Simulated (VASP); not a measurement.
Write the native input for VASP 6.6.1 that does the following.

| Quantity | Value |
| --- | --- |
| Task | single point |
| Functional | PBE |
| Potentials or basis | VASP PAW PBE potentials, release 64 (Ga_d, O) |
| Cutoff | 520 eV |
| k mesh | 9 × 9 × 4 |
| Occupations | gaussian, width 0.01 eV |
| Spin | no spin polarisation |
| Dipole correction | no |
| Further INCAR settings | ALGO = Normal; EDIFF = 1e-06; NBANDS = 30 |

The structure of Ga2O3 lies in POSCAR:

```
Ga2O3
1.0
    3.0838861000      0.0000000000      0.0000000000
   -1.5419430500      2.6707237050      0.0000000000
    0.0000000000      0.0000000000      7.6532769477
Ga O
2 3
Direct
    0.3333333333      0.6666666667      0.1886535940
    0.6666666667      0.3333333333      0.8113464060
    0.0000000000      0.0000000000      0.0000000000
    0.3333333333      0.6666666667      0.7129020079
    0.6666666667      0.3333333333      0.2870979921
```

This cell differs from its parent crystal: volume changed by +6%.

These files were run (other wordings do the same):

INCAR

```
SYSTEM = Ga2O3
PREC     = Accurate       ! precision mode
ENCUT    = 520            ! plane-wave cutoff, eV
EDIFF    = 1E-6           ! SCF threshold, eV
ISMEAR   = 0              ! smearing method
SIGMA    = 0.01           ! smearing width, eV
LREAL    = .False.        ! projectors in reciprocal space
LASPH    = .True.         ! aspherical terms in the spheres
NELM     = 100            ! most SCF steps
ALGO     = Normal         ! electronic algorithm
ISIF     = 2              ! what is computed and relaxed
LWAVE    = .False.        ! write WAVECAR
LCHARG   = .False.        ! write CHGCAR
GGA      = PE             ! functional
NBANDS   = 30             ! bands
```

KPOINTS

```
Automatic mesh
0
Gamma
  9 9 4
  0 0 0
```

Potentials or basis: VASP PAW PBE potentials, release 64 (Ga_d, O).

The run is started by

```sh
$ cat potpaw_PBE.64/Ga_d/POTCAR potpaw_PBE.64/O/POTCAR > POTCAR
$ mpirun -np 1 vasp_std > vasp.out
```

It gave:

The pressure is -7.6 GPa. The largest force is 0.504 eV/Å and the band gap on the k mesh is 2.13 eV, indirect (least direct gap 2.15 eV).

Wall time 72 s on 1 thread of Intel(R) Xeon(R) Platinum 8488C (Sapphire Rapids), on a shared host, peak memory 0.2 GiB.
